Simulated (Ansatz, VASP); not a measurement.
## One calculation of Sb, two programs

The input INCAR:

```
ALGO = Normal
EDIFF = 1E-6
ENCUT = 520
GGA = PS
ISIF = 2
ISMEAR = 0
LASPH = True
LCHARG = True
LELF = True
LREAL = False
LVHAR = True
LWAVE = False
NBANDS = 8
NELM = 80
PREC = Accurate
SIGMA = 0.1
```

KPOINTS

```
k-points
0
Gamma
  18 18 18
```

Contents of POSCAR:

```
Sb
1.0
    3.0617437797      0.0000000000      0.0000000000
    0.0000000000      3.0617437797      0.0000000000
    0.0000000000      0.0000000000      3.0923612175
Sb
1
Direct
    0.0000000000      0.0000000000      0.0000000000
```

Input for Ansatz:

```yaml
crystal:
  lattice:
    - [3.0617437797, 0.0, 0.0]
    - [0.0, 3.0617437797, 0.0]
    - [0.0, 0.0, 3.0923612175]
  atoms:
    - { symbol: Sb, position: [0.0, 0.0, 0.0] }
basis:
  ecutwfc: 420
kpoints:
  mp_grid: { grid: [18, 18, 18] }
hamiltonian:
  xc: pbesol
scf:
  occupations: { method: gaussian, width: 0.1 }
output:
  forces: true
  stress: true
  eigenvalues: true
```

Change from the starting cell: strain along c alone, the other axes held, atoms relaxed: +1.0 %.

Alike in both runs: task single point; functional PBEsol; k mesh 18 × 18 × 18; occupations gaussian, width 0.1 eV; no spin polarisation.

|  | VASP | Ansatz |
| --- | --- | --- |
| version | VASP 6.6.1 | Ansatz 0.2.0 |
| potentials or method | VASP PAW PBE potentials, release 64 (Sb), cutoff 520 eV | scalar-relativistic, plane waves, PAW |
| valence electrons in the cell | 5 | 15 |

VASP gave:

```
gap on the k mesh at the Fermi level (eV)                     : none
pressure (GPa)                                                : -0.5
traceless stress, the component that is largest in VASP (GPa) : -0.74
```

Problem. Estimate Ansatz's values.

Solution. gap on the k mesh at the Fermi level (eV): none; pressure (GPa): -0.6; traceless stress, the component that is largest in VASP (GPa): -0.74.

VASP's potentials were made for PBE, not for PBEsol. A gap of «none» marks a metal or a gap that the smearing closes. VASP's potentials hold 5 valence electrons a cell and Ansatz's 15, so a difference there can come from the potentials and not from the codes.

Neither program's run includes spin-orbit coupling.
